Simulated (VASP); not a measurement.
Write the native input for VASP 6.6.1 that does the following.

| Property | Result |
| --- | --- |
| Task | single point |
| Functional | PBE |
| Potentials or basis | VASP PAW PBE potentials, release 64 (Ga_d) |
| Cutoff | 500 eV |
| k mesh | 4 × 4 × 4 |
| Occupations | fermi-dirac, width 0.15 eV |
| Spin | non-collinear spin, zero start, spin-orbit coupling |
| Starting moments | [[0, 0, 0]] μB |
| Dipole correction | no |
| Further INCAR settings | ALGO = Normal; EDIFF = 1e-06; NBANDS = 24 |

The structure of Ga lies in POSCAR:

```
Ga
1.0
    0.0000000000      2.1036854800      2.1036854800
    2.1036854800      0.0000000000      2.1036854800
    2.1036854800      2.1036854800      0.0000000000
Ga
1
Direct
    0.0000000000      0.0000000000      0.0000000000
```

These files were run (other wordings do the same):

INCAR

```
SYSTEM = Ga
PREC = Accurate
ENCUT = 500
EDIFF = 1E-6
ISMEAR = -1
SIGMA = 0.15
LREAL = .False.
LASPH = .True.
NELM = 200
ALGO = Normal
ISIF = 2
LWAVE = .False.
LCHARG = .True.
MAGMOM = 0 0 0
LORBIT = 11
LSORBIT = .True.
GGA_COMPAT = .False.
LORBMOM = .True.
GGA = PE
LVHAR = .True.
NBANDS = 24
```

KPOINTS

```
regular mesh
0
Gamma
  4 4 4
  0 0 0
```

Potentials or basis: VASP PAW PBE potentials, release 64 (Ga_d).

The run is started by

```console
$ cat potpaw_PBE.64/Ga_d/POTCAR > POTCAR
$ mpirun -np 1 vasp_ncl > vasp.out
```

Results of the run:

```json
{"Pressure": "6.2 GPa", "Net moment": "0.00 μB per cell", "Valence electrons inside the program's atomic spheres": "Ga 11.55"}
```

Caveat: the k points lie up to 0.65 Å⁻¹ apart.

Run time: 6.8 s on 1 thread of Intel(R) Xeon(R) Platinum 8559C (Emerald Rapids), with other jobs on the host, peak memory 0.18 GiB.
